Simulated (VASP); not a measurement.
Write the native input for VASP 6.6.1 that does the following.

- Task: single point
- Functional: PBEsol
- Potentials or basis: VASP PAW PBE potentials, release 64 (Pt)
- Cutoff: 520 eV
- k mesh: 18 × 18 × 18
- Occupations: gaussian, width 0.1 eV
- Spin: no spin polarisation
- Dipole correction: no
- Further INCAR settings: ALGO = Normal; EDIFF = 1e-06; NBANDS = 11

The structure of Pt lies in POSCAR:

```
Pt
1.0
    0.0000000000      1.9190483973      1.9190483973
    1.9190483973      0.0000000000      1.9190483973
    1.9190483973      1.9190483973      0.0000000000
Pt
1
Direct
    0.0000000000      0.0000000000      0.0000000000
```

This cell differs from its parent crystal: volume scaled by 0.94.

One way to write it, as run:

INCAR

```
SYSTEM = Pt
ALGO = Normal
EDIFF = 1E-6
ENCUT = 520
GGA = PS
ISIF = 2
ISMEAR = 0
LASPH = .TRUE.
LCHARG = .TRUE.
LELF = .TRUE.
LREAL = .FALSE.
LVHAR = .TRUE.
LWAVE = .FALSE.
NBANDS = 11
NELM = 80
PREC = Accurate
SIGMA = 0.1
```

KPOINTS

```
k-points
0
G
  18 18 18
  0 0 0
```

Potentials or basis: VASP PAW PBE potentials, release 64 (Pt).

Command:

```bash
$ cat potpaw_PBE.64/Pt/POTCAR > POTCAR
$ mpirun -np 1 vasp_std > vasp.out
```

Results of the run:

```yaml
Pressure: 20.6 GPa
Band_gap_on_the_k_mesh: zero (band 5 reaches 12.96 eV, above the bottom of band 6 at 10.46 eV)
```

Caveat: the PAW data sets were made with another functional, which shifts forces and pressure a little; spin-orbit coupling is left out, which moves the levels of the heavy elements.

It took 36 s on 1 thread of Intel(R) Xeon(R) Platinum 8259CL CPU @ 2.50GHz (Skylake/Cascade Lake) (shared host), peak memory 0.14 GiB.
